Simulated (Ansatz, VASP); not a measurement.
# One calculation of Sc, two programs

```xyz
2
Lattice="3.3198 0.0000 0.0000 -1.6599 2.8750 0.0000 0.0000 0.0000 5.2855" Properties=species:S:1:pos:R:3 pbc="T T T"
Sc    0.0000    1.9167    1.3214
Sc    1.6599    0.9583    3.9641
```

Change from the starting cell: volume scaled by 1.01.

Alike in both runs: task single point; functional LDA; k mesh 13 × 13 × 7; occupations fermi-dirac, width 0.03 eV; no spin polarisation.

|  | VASP | Ansatz |
| --- | --- | --- |
| version | VASP 6.6.1 | Ansatz 0.2.0 |
| potentials or method | VASP PAW LDA potentials, release 64 (Sc_sv), cutoff 520 eV | all-electron LAPW, scalar-relativistic |

|  | VASP | Ansatz | Ansatz less VASP |
| --- | --- | --- | --- |
| pressure (GPa) | -5.7 | -5.7 | -0.04 |
| traceless stress, the component that is largest in VASP (GPa) | -1.18 | -1.18 | -0.004 |

LDA's correlation is that of Perdew and Zunger in VASP and of Perdew and Wang (1992) in Ansatz. Ansatz ran all-electron here, and VASP with PAW potentials.
